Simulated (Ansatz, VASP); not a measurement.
HfBi3O in VASP and in Ansatz

```
CELL_PARAMETERS angstrom
5.56181 0.00000 0.00000
0.00000 5.56181 0.00000
0.00000 0.00000 5.65104
ATOMIC_POSITIONS crystal
Hf 0.50000 0.50000 0.50000
Bi 0.50000 0.50000 0.00000
Bi 0.50000 0.00000 0.50000
Bi 0.00000 0.50000 0.50000
O 0.00000 0.00000 0.50000
```

Change from the starting cell: species swapped into the BaTiO3 type (P4mm, No. 99).

Alike in both runs: functional PBE; k mesh 8 × 8 × 8; occupations gaussian, width 0.1 eV; no spin polarisation.

Ansatz relaxed the structure, and its values are those at the end. VASP's run is a single point on that final structure, the one shown.

|  | VASP | Ansatz |
| --- | --- | --- |
| version | VASP 6.6.1 | Ansatz 0.2.0 |
| potentials or method | VASP PAW PBE potentials, release 64 (Hf_pv, Bi_d, O), cutoff 520 eV | scalar-relativistic, plane waves, PAW |
| valence electrons in the cell | 61 | 77 |

```tsv
	VASP	Ansatz	Ansatz less VASP
gap on the k mesh at the Fermi level (eV)	none	none	-
pressure (GPa)	-0.1	0.0	+0.14
```

A gap of «none» marks a metal or a gap that the smearing closes. VASP's potentials hold 61 valence electrons a cell and Ansatz's 77, so a difference there can come from the potentials and not from the codes.

Spin-orbit coupling is off throughout.
